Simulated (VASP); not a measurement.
# Sb (R-3m) in VASP: single point with PBE+D3(BJ)

Aim: the single point of Sb with PBE+D3(BJ).

Everything below comes from runs of VASP 6.6.1. Logs are shortened: lines on timing, memory, paths and dates and some standing lists are left out, and cuts for length are marked.

## (1) The cell of the first run

Symmetry: R-3m, No. 166, trigonal system. The conventional cell has a = 4.323 Å, b = 4.323 Å, c = 11.041 Å, α = 90.00°, β = 90.00°, γ = 120.00°. Sb (site symmetry 3m) has 6 Sb at 2.93 to 3.29 Å within 3.9 Å.

## (2) Single point, PBE+D3(BJ)

INCAR

```
SYSTEM = Sb
PREC     = Accurate       ! precision mode
ENCUT    = 520            ! plane-wave cutoff, eV
EDIFF    = 1E-6           ! SCF threshold, eV
ISMEAR   = 0              ! smearing method
SIGMA    = 0.1            ! smearing width, eV
LREAL    = .False.        ! projectors in reciprocal space
LASPH    = .True.         ! aspherical terms in the spheres
NELM     = 100            ! most SCF steps
ALGO     = Normal         ! electronic algorithm
ISIF     = 2              ! what is computed and relaxed
LWAVE    = .False.        ! write WAVECAR
LCHARG   = .False.        ! write CHGCAR
GGA      = PE             ! functional
IVDW     = 12             ! dispersion correction
NBANDS   = 12             ! bands
```

KPOINTS

```
regular mesh
0
Gamma
  12 12 12
  0 0 0
```

POSCAR

```
Sb
1.0
    2.1616019970      1.2480014949      3.6801963068
   -2.1616019970      1.2480014949      3.6801963068
    0.0000000000     -2.4960029897      3.6801963068
Sb
2
Direct
    0.2361957415      0.2361957415      0.2361957415
    0.7638042585      0.7638042585      0.7638042585
```

Potentials or basis: VASP PAW PBE potentials, release 64 (Sb).

Started as:

```bash
cat potpaw_PBE.64/Sb/POTCAR > POTCAR
mpirun -np 1 vasp_std > vasp.out
```

OUTCAR:

```text
SYSTEM = Sb
   PREC = Accurate
   ENCUT = 520
   EDIFF = 1E-6
   ISMEAR = 0
   LREAL = .False.
   LASPH = .True.
   NELM = 100
   ISIF = 2
   GGA = PE
   IVDW = 12
 IVDW          = 12

 ion  position               nearest neighbor table
   1  0.236  0.236  0.236-   2 2.93   2 2.93   2 2.93   2 3.29   2 3.29   2 3.29
   2  0.764  0.764  0.764-   1 2.93   1 2.93   1 2.93   1 3.29   1 3.29   1 3.29

  LATTYP: Found a trigonal (rhomboedric) cell.
 ALAT       =     4.4467826326
 COS(alpha) =     0.5274044153

  Lattice vectors:

 A1 = (   2.1616019970,   1.2480014949,   3.6801963068)
 A2 = (  -2.1616019970,   1.2480014949,   3.6801963068)
 A3 = (   0.0000000000,  -2.4960029897,   3.6801963068)

Analysis of symmetry for initial positions (statically):
=====================================================================
 Subroutine PRICEL returns:
 Original cell was already a primitive cell.

 Routine SETGRP: Setting up the symmetry group for a
 trigonal (rhombohedral) supercell.

 Subroutine GETGRP returns: Found 12 space group operations
 (whereof 12 operations were pure point group operations)
 out of a pool of 12 trial point group operations.

The static configuration has the point symmetry D_3d.
[... 5 lines left out ...]

 Routine SETGRP: Setting up the symmetry group for a
 trigonal (rhombohedral) supercell.

 Subroutine GETGRP returns: Found 12 space group operations
 (whereof 12 operations were pure point group operations)
 out of a pool of 12 trial point group operations.

The dynamic configuration has the point symmetry D_3d.
[... 7 lines left out ...]
                                     Primitive cell

  volume of cell :      59.5680

  direct lattice vectors                    reciprocal lattice vectors
     2.161601997  1.248001495  3.680196307     0.231309927  0.133546849  0.090574878
    -2.161601997  1.248001495  3.680196307    -0.231309927  0.133546849  0.090574878
     0.000000000 -2.496002990  3.680196307     0.000000000 -0.267093697  0.090574878

  length of vectors
     4.446782633  4.446782633  4.446782633     0.282033423  0.282033423  0.282033423

  position of ions in fractional coordinates (direct lattice)
     0.236195741  0.236195741  0.236195741
     0.763804259  0.763804259  0.763804259

  ion indices of the primitive-cell ions
   primitive index   ion index
                 1           1
                 2           2

----------------------------------------------------------------------------------------

 KPOINTS: regular mesh

Automatic generation of k-mesh.
 Grid dimensions read from file:
[... 74 lines left out ...]
   TEBEG  =    0.0;   TEEND  =   0.0 temperature during run
   PSTRESS=    0.0 pullay stress
   NELECT =      10.0000    total number of electrons
   NUPDOWN=      -1.0000    fix difference up-down
   EMIN   =  10.00;   EMAX   =-10.00  energy-range for DOS
   EFERMI =   0.00;   METHOD = LEGACY
   ISMEAR =     0;   SIGMA  =   0.10  broadening in eV -4-tet -1-fermi 0-gaus
   EFERMI_NEDOS =   21; number of points for ismear=-14 and -15
   IALGO  =     38    algorithm
   IMIX   =      4    mixing-type and parameters
     AMIX     =   0.40;   BMIX     =  1.00
     AMIX_MAG =   1.60;   BMIX_MAG =  1.00
  volume/ion in A,a.u.               =      29.78       200.99
  Fermi-wavevector in a.u.,A,eV,Ry     =   0.903103  1.706617 11.096837  0.815594
  Thomas-Fermi vector in A             =   2.026387
   LORBIT       =      0    0 simple, 1 ext, 2 COOP (PROOUT), +10 PAW based schemes
   GGA     = PE    functional components
   LHFCALC =     F    Hartree Fock is set to
   AEXX    =    0.0000 exact exchange contribution
   IVDW    =    12    specifies the selected vdW correction
   LEPSILON=     F    determine dielectric tensor
   LRPA    =     F    only Hartree local field effects (RPA)
 non-spin polarized calculation
 Gauss-broadening in eV      SIGMA  =   0.10
  energy-cutoff  :      520.00
  volume of cell :       59.57
 maximum number of plane-waves:      1618
 NGX is ok and might be reduce to    36
   NGX = 17   NGY = 17   NGZ = 17

 number of electron      10.0000000 magnetization

 Free energy of the ion-electron system (eV)
  ---------------------------------------------------
  ext. energy  EPLUGINS =         0.00000000
  ---------------------------------------------------
  free energy    TOTEN  =        -8.24580332 eV

  energy without entropy =       -8.24514104  energy(sigma->0) =       -8.24547218

 E-fermi :   7.3777     XC(G=0):  -9.6020

 val. band max:        7.3651442906   @ k =   0.5000   0.5000   0.5000
 cond. band min:       7.3787430080   @ k =  -0.4167   0.5000   0.4167
 fundamental gap:      0.0135987174
 Fermi energy:         7.3777289175

 k-point     1 :       0.0000    0.0000    0.0000
  band No.  band energies     occupation
      1      -5.3241      2.00000
      2       2.7290      2.00000
      3       5.4467      2.00000
      4       5.5919      2.00000
      5       5.5919      2.00000
      6       9.7644      0.00000
      7      10.2465      0.00000
      8      10.2465      0.00000
      9      12.3611      0.00000
     10      12.3611      0.00000
     11      12.5180      0.00000
     12      14.0301      0.00000
[... 331 lines left out ...]
 k-point    24 :      -0.4167    0.1667    0.0000
  band No.  band energies     occupation
      1      -2.7637      2.00000
      2      -2.0881      2.00000
      3       3.7245      2.00000
      4       5.2736      2.00000
      5       5.7243      2.00000
      6       8.3528      0.00000
      7       8.7859      0.00000
      8      10.5623      0.00000
      9      14.0523      0.00000
     10      14.4491      0.00000
     11      15.0767      0.00000
     12      17.7243      0.00000

 [... further k-points ...]

------------------------ aborting loop because EDIFF is reached ----------------------------------------

 Edisp (eV)   -0.95903

 E8    (eV) :    -0.4474

  FORCE on cell =-STRESS in cart. coord.  units (eV):
  Direction    XX          YY          ZZ          XY          YZ          ZX
  --------------------------------------------------------------------------------------
  -------------------------------------------------------------------------------------
  Total       0.02138     0.02138     0.00828     0.00000     0.00000    -0.00000
  in kB       0.57495     0.57495     0.22269     0.00000     0.00000    -0.00000
  external pressure =        0.46 kB  Pullay stress =        0.00 kB

 VOLUME and BASIS-vectors are now :
 -----------------------------------------------------------------------------
  energy-cutoff  :      520.00
  volume of cell :       59.57
      direct lattice vectors                 reciprocal lattice vectors
     2.161601997  1.248001495  3.680196307     0.231309927  0.133546849  0.090574878
    -2.161601997  1.248001495  3.680196307    -0.231309927  0.133546849  0.090574878
     0.000000000 -2.496002990  3.680196307     0.000000000 -0.267093697  0.090574878

 POSITION                                       TOTAL-FORCE (eV/Angst)
 -----------------------------------------------------------------------------------
      0.00000      0.00000      2.60774         0.000000      0.000000      0.036758
      0.00000      0.00000      8.43285         0.000000     -0.000000     -0.036758
 -----------------------------------------------------------------------------------
    total drift:                                0.000000     -0.000000      0.000000

  FREE ENERGIE OF THE ION-ELECTRON SYSTEM (eV)
  ---------------------------------------------------
  free  energy   TOTEN  =        -9.2048290982 eV

  energy  without entropy=       -9.2041668151  energy(sigma->0) =       -9.20449796
```

Run time: 39 s. Hardware: 1 thread of Intel Xeon 6975P-C (Granite Rapids), shared host; peak memory 0.28 GiB.

Results:

| Quantity | Value |
| --- | --- |
| Free energy | -9.2048 eV |
| Pressure | 0.0 GPa |
| Largest force | 0.037 eV/Å |
| Band gap on the k mesh | zero (band 5 reaches 7.50 eV, above the bottom of band 6 at 7.26 eV) |
| Dispersion energy per atom | -0.480 eV |

Forces in eV/Å, atoms in the order of the input:
```
Sb   0.000  0.000  0.037
Sb   0.000  0.000 -0.037
```

Caveat: spin-orbit coupling is left out, which moves the levels of the heavy elements; pairwise dispersion overbinds metals, which lowers pressure and volume.
